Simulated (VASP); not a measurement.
# KF (Fm-3m) in VASP: single point with PBE

Aim: the single point of KF with PBE.

All numbers are computed with VASP 6.6.1; they aren't measurements. Logs are shortened: lines on timing, memory, paths and dates and some standing lists are left out, and cuts for length are marked.

## 1. The cell of the first run

The structure is cubic, space group Fm-3m (No. 225). The conventional cell has a = 5.344 Å, b = 5.344 Å, c = 5.344 Å, α = 90.00°, β = 90.00°, γ = 90.00°. Within 3.5 Å of K (site symmetry m-3m) lie 6 F at 2.67 Å. F (site symmetry m-3m) has 6 K at 2.67 Å within 3.5 Å.

## 2. Single point, PBE

Input file INCAR:

```
SYSTEM = KF
ALGO = Normal ; EDIFF = 1E-6
ENCUT = 600 ; GGA = PE
GGA_COMPAT = .False. ; ISIF = 2
ISMEAR = 0 ; LASPH = .True.
LCHARG = .True. ; LELF = .True.
LREAL = .False. ; LVHAR = .True.
LWAVE = .False. ; NBANDS = 15
NELM = 120 ; PREC = Accurate
SIGMA = 0.01
```

Input file KPOINTS:

```
k-points
0
Gamma
  4 4 4
  0 0 0
```

Input file POSCAR:

```
KF
1.0
    3.7785670000      0.0000000000      0.0000000000
    1.8892835000      3.2723350119      0.0000000000
    1.8892835000      1.0907783373      3.0851870363
K F
1 1
Direct
    0.0000000000      0.0000000000      0.0000000000
    0.5000000000      0.5000000000      0.5000000000
```

Potentials or basis: VASP PAW PBE potentials, release 64 (K_sv, F).

Run with:

```sh
> cat potpaw_PBE.64/K_sv/POTCAR potpaw_PBE.64/F/POTCAR > POTCAR
> mpirun -np 1 vasp_std > vasp.out
```

OUTCAR:

```text
SYSTEM = KF
   EDIFF = 1E-6
   ENCUT = 600
   GGA = PE
   ISIF = 2
   ISMEAR = 0
   LASPH = .True.
   LREAL = .False.
   NELM = 120
   PREC = Accurate

 ion  position               nearest neighbor table
   1  0.000  0.000  0.000-   2 2.67   2 2.67   2 2.67   2 2.67   2 2.67   2 2.67
   2  0.500  0.500  0.500-   1 2.67   1 2.67   1 2.67   1 2.67   1 2.67   1 2.67

  LATTYP: Found a face centered cubic cell.
 ALAT       =     5.3437006977

  Lattice vectors:

 A1 = (   3.7785670000,   0.0000000000,   0.0000000000)
 A2 = (   1.8892835000,   3.2723350119,   0.0000000000)
 A3 = (   1.8892835000,   1.0907783373,   3.0851870363)

Analysis of symmetry for initial positions (statically):
=====================================================================
 Subroutine PRICEL returns:
 Original cell was already a primitive cell.

 Routine SETGRP: Setting up the symmetry group for a
 face centered cubic supercell.

 Subroutine GETGRP returns: Found 48 space group operations
 (whereof 48 operations were pure point group operations)
 out of a pool of 48 trial point group operations.

The static configuration has the point symmetry O_h .

Analysis of symmetry for dynamics (positions and initial velocities):
=====================================================================
 Subroutine PRICEL returns:
 Original cell was already a primitive cell.

 Routine SETGRP: Setting up the symmetry group for a
 face centered cubic supercell.

 Subroutine GETGRP returns: Found 48 space group operations
 (whereof 48 operations were pure point group operations)
 out of a pool of 48 trial point group operations.

The dynamic configuration has the point symmetry O_h .

 Subroutine INISYM returns: Found 48 space group operations
 (whereof 48 operations are pure point group operations),
 and found     1 'primitive' translations

----------------------------------------------------------------------------------------

                                     Primitive cell

  volume of cell :      38.1475

  direct lattice vectors                    reciprocal lattice vectors
     3.778567000  0.000000000  0.000000000     0.264650594 -0.152796092 -0.108043152
     1.889283500  3.272335012  0.000000000     0.000000000  0.305592183 -0.108043152
     1.889283500  1.090778337  3.085187036     0.000000000  0.000000000  0.324129457

  length of vectors
     3.778567000  3.778567000  3.778567000     0.324129457  0.324129457  0.324129457

  position of ions in fractional coordinates (direct lattice)
     0.000000000  0.000000000  0.000000000
     0.500000000  0.500000000  0.500000000

  ion indices of the primitive-cell ions
   primitive index   ion index
                 1           1
                 2           2

----------------------------------------------------------------------------------------

 KPOINTS: k-points

Automatic generation of k-mesh.
 Grid dimensions read from file:
 generate k-points for:    4    4    4

 Generating k-lattice:

  Cartesian coordinates                     Fractional coordinates (reciprocal lattice)
     0.066162648 -0.038199023 -0.027010788     0.250000000  0.000000000  0.000000000
     0.000000000  0.076398046 -0.027010788     0.000000000  0.250000000  0.000000000
     0.000000000  0.000000000  0.081032364     0.000000000  0.000000000  0.250000000

  Length of vectors
     0.081032364  0.081032364  0.081032364

  Shift w.r.t. Gamma in fractional coordinates (k-lattice)
     0.000000000  0.000000000  0.000000000

 Subroutine IBZKPT returns following result:
 ===========================================

 Found      8 irreducible k-points:

 Following reciprocal coordinates:
            Coordinates               Weight
  0.000000  0.000000  0.000000      1.000000
  0.250000  0.000000  0.000000      8.000000
  0.500000  0.000000  0.000000      4.000000
  0.250000  0.250000 -0.000000      6.000000
  0.500000  0.250000  0.000000     24.000000
 -0.250000  0.250000 -0.000000     12.000000
  0.500000  0.500000 -0.000000      3.000000
 -0.250000  0.500000  0.250000      6.000000
   k-points           NKPTS =      8   k-points in BZ     NKDIM =      8   number of bands    NBANDS=     15
   number of dos      NEDOS =    301   number of ions     NIONS =      2
   total plane-waves  NPLWV =  27000
   dimension x,y,z NGX =    30 NGY =   30 NGZ =   30
   dimension x,y,z NGXF=    60 NGYF=   60 NGZF=   60
   ions per type =               1   1
   NGX,Y,Z   is equivalent  to a cutoff of  13.20, 13.20, 13.20 a.u.
   NGXF,Y,Z  is equivalent  to a cutoff of  26.40, 26.40, 26.40 a.u.
 SYSTEM =  KF
   PREC   = accura    normal or accurate (medium, high low for compatibility)
   ISTART =      0    job   : 0-new  1-cont  2-samecut
   ICHARG =      2    charge: 1-file 2-atom 10-const
   ISPIN  =      1    spin polarized calculation?
   LNONCOLLINEAR =      F non collinear calculations
   LSORBIT =      F    spin-orbit coupling
   LASPH  =      T    aspherical Exc in radial PAW
   ENCUT  =  600.0 eV  44.10 Ry    6.64 a.u.   7.55  7.55  7.55*2*pi/ulx,y,z
   NELM   =    120;   NELMIN=  2; NELMDL= -5     # of ELM steps
   EDIFF  = 0.1E-05   stopping-criterion for ELM
   LREAL  =      F    real-space projection
   EDIFFG = 0.1E-04   stopping-criterion for IOM
   NSW    =      0    number of steps for IOM
   IBRION =     -1    ionic relax: 0-MD 1-quasi-New 2-CG
   NFREE  =      0    steps in history (QN), initial steepest desc. (CG)
   ISIF   =      2    stress and relaxation
   ISYM   =      2    0-nonsym 1-usesym 2-fastsym
   POTIM  = 0.5000    time-step for ionic-motion
   TEBEG  =    0.0;   TEEND  =   0.0 temperature during run
   PSTRESS=    0.0 pullay stress
   NELECT =      16.0000    total number of electrons
   NUPDOWN=      -1.0000    fix difference up-down
   EMIN   =  10.00;   EMAX   =-10.00  energy-range for DOS
   EFERMI =   0.00;   METHOD = LEGACY
   ISMEAR =     0;   SIGMA  =   0.01  broadening in eV -4-tet -1-fermi 0-gaus
   EFERMI_NEDOS =   21; number of points for ismear=-14 and -15
   IALGO  =     38    algorithm
   IMIX   =      4    mixing-type and parameters
     AMIX     =   0.40;   BMIX     =  1.00
     AMIX_MAG =   1.60;   BMIX_MAG =  1.00
  volume/ion in A,a.u.               =      19.07       128.72
  Fermi-wavevector in a.u.,A,eV,Ry     =   1.225442  2.315749 20.431973  1.501708
  Thomas-Fermi vector in A             =   2.360480
   LORBIT       =      0    0 simple, 1 ext, 2 COOP (PROOUT), +10 PAW based schemes
   GGA     = PE    functional components
   LHFCALC =     F    Hartree Fock is set to
   AEXX    =    0.0000 exact exchange contribution
   IVDW    =     0    specifies the selected vdW correction
   LEPSILON=     F    determine dielectric tensor
   LRPA    =     F    only Hartree local field effects (RPA)
 non-spin polarized calculation
 Gauss-broadening in eV      SIGMA  =   0.01
  energy-cutoff  :      600.00
  volume of cell :       38.15
 maximum number of plane-waves:      1287
   NGX = 15   NGY = 15   NGZ = 15

 number of electron      15.9999997 magnetization

 Free energy of the ion-electron system (eV)
  ---------------------------------------------------
  ext. energy  EPLUGINS =         0.00000000
  ---------------------------------------------------
  free energy    TOTEN  =        -8.29185499 eV

  energy without entropy =       -8.29185499  energy(sigma->0) =       -8.29185499

 E-fermi :  -2.7250     XC(G=0):  -8.4035

 val. band max:       -2.8061522083   @ k =   0.0000   0.0000   0.0000
 cond. band min:       3.3609118441   @ k =   0.0000   0.0000   0.0000
 fundamental gap:      6.1670640523
 Fermi energy:        -2.7250368475

 k-point     1 :       0.0000    0.0000    0.0000
  band No.  band energies     occupation
      1     -28.9422      2.00000
      2     -21.4634      2.00000
      3     -12.1932      2.00000
      4     -12.1932      2.00000
      5     -12.1932      2.00000
      6      -2.8062      2.00000
      7      -2.8062      2.00000
      8      -2.8062      2.00000
      9       3.3609      0.00000
     10       7.8746      0.00000
     11       7.8746      0.00000
     12       7.8746      0.00000
     13       9.5465      0.00000
     14       9.5465      0.00000
     15      14.1344      0.00000

 k-point     2 :       0.2500    0.0000    0.0000
  band No.  band energies     occupation
      1     -28.8952      2.00000
      2     -21.5066      2.00000
      3     -12.3316      2.00000
      4     -12.2117      2.00000
      5     -12.2117      2.00000
      6      -3.2435      2.00000
      7      -2.9833      2.00000
      8      -2.9833      2.00000
      9       4.8733      0.00000
     10       7.2857      0.00000
     11       8.6027      0.00000
     12       8.6027      0.00000
     13      10.1372      0.00000
     14      10.1372      0.00000
     15      15.8564      0.00000

 k-point     3 :       0.5000    0.0000    0.0000
  band No.  band energies     occupation
      1     -28.8474      2.00000
      2     -21.5507      2.00000
      3     -12.4673      2.00000
      4     -12.2298      2.00000
      5     -12.2298      2.00000
      6      -3.5981      2.00000
      7      -3.1528      2.00000
      8      -3.1528      2.00000
      9       6.2627      0.00000
     10       7.8003      0.00000
     11       9.2664      0.00000
     12       9.2664      0.00000
     13      11.4961      0.00000
     14      11.4961      0.00000
     15      13.3311      0.00000
[... 55 lines left out ...]
 k-point     7 :       0.5000    0.5000   -0.0000
  band No.  band energies     occupation
      1     -28.8267      2.00000
      2     -21.4795      2.00000
      3     -12.7497      2.00000
      4     -12.4037      2.00000
      5     -12.4037      2.00000
      6      -3.0189      2.00000
      7      -2.8635      2.00000
      8      -2.8635      2.00000
      9       5.3956      0.00000
     10       7.4986      0.00000
     11       9.0056      0.00000
     12      10.8073      0.00000
     13      11.4230      0.00000
     14      11.4230      0.00000
     15      13.0309      0.00000

 k-point     8 :      -0.2500    0.5000    0.2500
  band No.  band energies     occupation
      1     -28.8240      2.00000
      2     -21.5040      2.00000
      3     -12.5788      2.00000
      4     -12.5788      2.00000
      5     -12.2806      2.00000
      6      -3.2100      2.00000
      7      -2.9709      2.00000
      8      -2.9709      2.00000
      9       6.9275      0.00000
     10       6.9275      0.00000
     11       8.3940      0.00000
     12      10.6026      0.00000
     13      11.4321      0.00000
     14      12.1193      0.00000
     15      13.3214      0.00000

------------------------ aborting loop because EDIFF is reached ----------------------------------------

  FORCE on cell =-STRESS in cart. coord.  units (eV):
  Direction    XX          YY          ZZ          XY          YZ          ZX
  --------------------------------------------------------------------------------------
  -------------------------------------------------------------------------------------
  Total        0.3294895      0.3294895      0.3294895     -0.0000000     -0.0000000     -0.0000000
  in kB       13.8383980     13.8383980     13.8383980     -0.0000000     -0.0000000     -0.0000000
  external PRESSURE =      13.8383980 kB  Pullay stress =       0.0000000 kB

 VOLUME and BASIS-vectors are now :
 -----------------------------------------------------------------------------
  energy-cutoff  :      600.00
  volume of cell :       38.15
      direct lattice vectors                 reciprocal lattice vectors
     3.778567000  0.000000000  0.000000000     0.264650594 -0.152796092 -0.108043152
     1.889283500  3.272335012  0.000000000     0.000000000  0.305592183 -0.108043152
     1.889283500  1.090778337  3.085187036     0.000000000  0.000000000  0.324129457

 POSITION                                       TOTAL-FORCE (eV/Angst)
 -----------------------------------------------------------------------------------
      0.00000      0.00000      0.00000         0.000000      0.000000      0.000000
      3.77857      2.18156      1.54259        -0.000000     -0.000000      0.000000
 -----------------------------------------------------------------------------------
    total drift:                                0.000000      0.000000      0.000000

  FREE ENERGIE OF THE ION-ELECTRON SYSTEM (eV)
  ---------------------------------------------------
  free  energy   TOTEN  =        -8.2918549932 eV

  energy  without entropy=       -8.2918549932  energy(sigma->0) =       -8.29185499
```

Run time: 7 s. Hardware: 1 thread of AMD EPYC 7R43 (Zen 3), shared host; peak memory 0.12 GiB.

Results:

| Property | Result |
| --- | --- |
| Free energy | -8.2919 eV |
| Pressure | 1.4 GPa |
| Band gap on the k mesh | 6.17 eV |

Caveat: the k points lie up to 0.51 Å⁻¹ apart.
